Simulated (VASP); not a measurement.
**Si3N4: single point with PBE**

Si3N4:

```
Si N
1.0
     7.63740    0.00000    0.00000
    -3.81870    6.61418    0.00000
     0.00000    0.00000    2.92200
Si N
6 8
Direct
  0.17446 0.76836 0.25000
  0.40610 0.17446 0.75000
  0.23164 0.40610 0.25000
  0.82554 0.23164 0.75000
  0.59390 0.82554 0.25000
  0.76836 0.59390 0.75000
  0.33333 0.66667 0.25000
  0.66667 0.33333 0.75000
  0.32989 0.03035 0.25000
  0.29953 0.32989 0.75000
  0.96965 0.29953 0.25000
  0.67011 0.96965 0.75000
  0.70047 0.67011 0.25000
  0.03035 0.70047 0.75000
```

```json
{"Program": "VASP 6.6.1", "Task": "single point", "Functional": "PBE", "Potentials or basis": "VASP PAW PBE potentials, release 64 (Si, N)", "Cutoff": "520 eV", "k mesh": "4 × 4 × 9", "Occupations": "fermi-dirac, width 0.02 eV", "Spin": "no spin polarisation", "Dipole correction": "no", "Further INCAR settings": "ALGO = Normal; EDIFF = 1e-07; NBANDS = 45"}
```

```yaml
Pressure: 1.7 GPa
Largest_force: 0.014 eV/Å
Band_gap_on_the_k_mesh: 4.27 eV (least direct gap 4.46 eV)
```

Forces on the atoms (eV/Å):
```
Si  -0.012 -0.001  0.000
Si  -0.005 -0.011  0.000
Si   0.007 -0.009  0.000
Si   0.012  0.001  0.000
Si   0.005  0.011  0.000
Si  -0.007  0.009  0.000
N    0.000  0.000  0.000
N    0.000  0.000  0.000
N   -0.003  0.014  0.000
N   -0.013  0.004  0.000
N   -0.010 -0.010  0.000
N    0.003 -0.014  0.000
N    0.013 -0.004  0.000
N    0.010  0.010  0.000
```

Stress tensor (GPa, compression positive):
```
1.94 0.00 0.00
0.00 1.94 0.00
0.00 0.00 1.15
```

Levels at points of the mesh, in eV from the valence-band top:
| k point | band 28 | band 29 | band 30 | band 31 | band 32 | band 33 | band 34 | band 35 | band 36 | band 37 |
| --- | --- | --- | --- | --- | --- | --- | --- | --- | --- | --- |
| (0.00, 0.00, 0.00) | -1.25 | -1.25 | -0.45 | -0.37 | -0.18 | 4.27 | 4.67 | 4.83 | 4.83 | 5.15 |
| (0.50, 0.00, 0.00) | -1.64 | -1.31 | -0.74 | -0.31 | -0.24 | 4.57 | 4.66 | 4.81 | 5.22 | 5.77 |

It took 4.3 min on 1 thread of Intel Xeon 8259CL, on a shared host, peak memory 0.31 GiB.

Caveat: an odd mesh through Γ misses points on the zone boundary, where band edges can lie.
